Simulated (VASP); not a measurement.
# HBr (I4/mmm) in VASP: a series of runs, part 2 of 2

VASP 6.6.1. The steps go on from the part before.

### Step 5. Single point, PBEsol (strain along c alone, the other axes held: -1.5 %)

File INCAR:

```
PREC = Accurate
ENCUT = 520
EDIFF = 1E-7
ISMEAR = 0
SIGMA = 0.02
LREAL = F
LASPH = T
NELM = 100
ALGO = Normal
ISIF = 2
LWAVE = F
LCHARG = F
GGA = PS
NBANDS = 16
```

File KPOINTS:

```
regular mesh
0
Gamma
  6 6 8
```

File POSCAR:

```
HBr
1.0
    5.4459128156      0.0000000000      0.0000000000
    0.0000000000      5.4459128156      0.0000000000
    0.0000000000      0.0000000000      3.2921682387
H Br
2 2
Direct
    0.0000000000      0.0000000000      0.0000000000
    0.5000000000      0.5000000000      0.5000000000
    0.0000000000      0.0000000000      0.5000000000
    0.5000000000      0.5000000000      0.0000000000
```

Potentials or basis: VASP PAW PBE potentials, release 64 (H, Br).

Run with:

```sh
> cat potpaw_PBE.64/H/POTCAR potpaw_PBE.64/Br/POTCAR > POTCAR
> mpirun -np 1 vasp_std > vasp.out
```

OUTCAR:

```text
PREC = Accurate
   ENCUT = 520
   EDIFF = 1E-7
   ISMEAR = 0
   LREAL = F
   LASPH = T
   NELM = 100
   ISIF = 2
   GGA = PS

 ion  position               nearest neighbor table
   1  0.000  0.000  0.000-   3 1.65   3 1.65
   2  0.500  0.500  0.500-   4 1.65   4 1.65
   3  0.000  0.000  0.500-   1 1.65   1 1.65
   4  0.500  0.500  0.000-   2 1.65   2 1.65

  LATTYP: Found a simple tetragonal cell.
 ALAT       =     5.4459128156
 C/A-ratio  =     0.6045209224

  Lattice vectors:

 A1 = (   5.4459128156,   0.0000000000,   0.0000000000)
 A2 = (   0.0000000000,   5.4459128156,   0.0000000000)
 A3 = (   0.0000000000,   0.0000000000,   3.2921682387)

Analysis of symmetry for initial positions (statically):
=====================================================================
 Subroutine PRICEL returns following result:

  LATTYP: Found a body centered tetragonal cell.
 ALAT       =     5.4459128156
[... 185 lines left out ...]
  ext. energy  EPLUGINS =         0.00000000
  ---------------------------------------------------
  free energy    TOTEN  =       -10.08009257 eV

  energy without entropy =      -10.08009257  energy(sigma->0) =      -10.08009257

 E-fermi :  -2.4862     XC(G=0):  -6.9359

 val. band max:       -2.6203851252   @ k =   0.5000   0.5000   0.3750
 cond. band min:      -1.0381244124   @ k =   0.0000   0.0000   0.0000
 fundamental gap:      1.5822607129
 Fermi energy:        -2.4861681219

 k-point     1 :       0.0000    0.0000    0.0000
  band No.  band energies     occupation
      1     -17.0218      2.00000
      2     -16.7912      2.00000
      3      -4.1277      2.00000
      4      -4.1277      2.00000
      5      -3.0557      2.00000
      6      -2.9762      2.00000
[... 433 lines left out ...]
      3      -7.4851      2.00000
      4      -7.4851      2.00000
      5      -3.3331      2.00000
      6      -3.3331      2.00000
[... 8 lines left out ...]
     15       8.9372      0.00000
     16       8.9372      0.00000

 [... further k-points ...]
[... 5 lines left out ...]
  --------------------------------------------------------------------------------------
  -------------------------------------------------------------------------------------
  Total       -0.0118826     -0.0118826      2.1574827      0.0000000      0.0000000      0.0000000
  in kB       -0.1949845     -0.1949845     35.4025472      0.0000000      0.0000000      0.0000000
  external PRESSURE =      11.6708594 kB  Pullay stress =       0.0000000 kB

 VOLUME and BASIS-vectors are now :
 -----------------------------------------------------------------------------
  energy-cutoff  :      520.00
  volume of cell :       97.64
      direct lattice vectors                 reciprocal lattice vectors
     5.445912816  0.000000000  0.000000000     0.183623946  0.000000000  0.000000000
     0.000000000  5.445912816  0.000000000     0.000000000  0.183623946  0.000000000
     0.000000000  0.000000000  3.292168239     0.000000000  0.000000000  0.303751184

 POSITION                                       TOTAL-FORCE (eV/Angst)
 -----------------------------------------------------------------------------------
      0.00000      0.00000      0.00000        -0.000000     -0.000000     -0.000000
      2.72296      2.72296      1.64608         0.000000      0.000000     -0.000000
      0.00000      0.00000      1.64608        -0.000000     -0.000000     -0.000000
      2.72296      2.72296      0.00000        -0.000000     -0.000000      0.000000
 -----------------------------------------------------------------------------------
    total drift:                                0.000000     -0.000000     -0.000000

  FREE ENERGIE OF THE ION-ELECTRON SYSTEM (eV)
  ---------------------------------------------------
  free  energy   TOTEN  =       -10.0800925732 eV

  energy  without entropy=      -10.0800925732  energy(sigma->0) =      -10.08009257
```

Run time: 51 s. Hardware: 1 thread of Intel Xeon Platinum 8259CL at 2.50GHz (Skylake/Cascade Lake), shared host; peak memory 0.23 GiB.

Results:

```
Free energy            : -10.0801 eV
Pressure               : 1.2 GPa
Band gap on the k mesh : 1.58 eV
```

Stress tensor (GPa, compression positive):
```
-0.02  0.00  0.00
 0.00 -0.02  0.00
 0.00  0.00  3.54
```

Levels at points of the mesh, in eV from the valence-band top:
| k point | band 4 | band 5 | band 6 | band 7 | band 8 | band 9 | band 10 | band 11 | band 12 | band 13 |
| --- | --- | --- | --- | --- | --- | --- | --- | --- | --- | --- |
| (0.00, 0.00, 0.00) | -1.51 | -0.44 | -0.36 | -0.36 | -0.24 | 1.58 | 1.85 | 5.91 | 7.28 | 9.48 |
| (0.50, 0.00, 0.00) | -1.13 | -0.98 | -0.98 | -0.34 | -0.34 | 1.72 | 1.72 | 8.13 | 8.13 | 11.03 |
| (0.50, 0.50, 0.00) | -1.83 | -0.33 | -0.33 | -0.21 | -0.21 | 1.72 | 1.72 | 8.54 | 8.54 | 10.08 |
| (0.00, 0.00, 0.50) | -7.32 | -0.15 | -0.15 | -0.15 | -0.15 | 8.90 | 8.90 | 8.90 | 8.90 | 9.21 |
| (0.50, 0.00, 0.50) | -7.33 | -0.21 | -0.21 | -0.13 | -0.13 | 7.44 | 7.44 | 8.35 | 8.35 | 11.66 |
| (0.50, 0.50, 0.50) | -7.32 | -0.26 | -0.26 | -0.26 | -0.26 | 8.39 | 8.39 | 8.39 | 8.39 | 11.38 |

Caveat: the cell differs from its parent crystal (strain along c alone, the other axes held: -1.5 %); the PAW data sets were made with another functional, which shifts forces and pressure a little.

### Step 6. The runs side by side

| cell | gap on the mesh (eV) | pressure (GPa) |
| --- | --- | --- |
| a = 5.446, b = 5.446, c = 3.192 Å, 4 atoms | 1.93 | 4.0 |
| a = 5.446, b = 5.446, c = 3.242 Å, 4 atoms | 1.75 | 2.5 |
| a = 5.446, b = 5.446, c = 3.292 Å, 4 atoms | 1.58 | 1.2 |

Alike in all rows: task single point; level PBEsol; potentials or basis VASP PAW PBE potentials, release 64 (H, Br); no spin polarisation; k mesh 6 × 6 × 8; cutoff (eV) 520; smearing gaussian 0.02 eV.

Caveats: the PAW data sets were made with another functional, which shifts forces and pressure a little.

Total energies depend on the potentials used, so only differences within one code and one set of settings carry meaning.
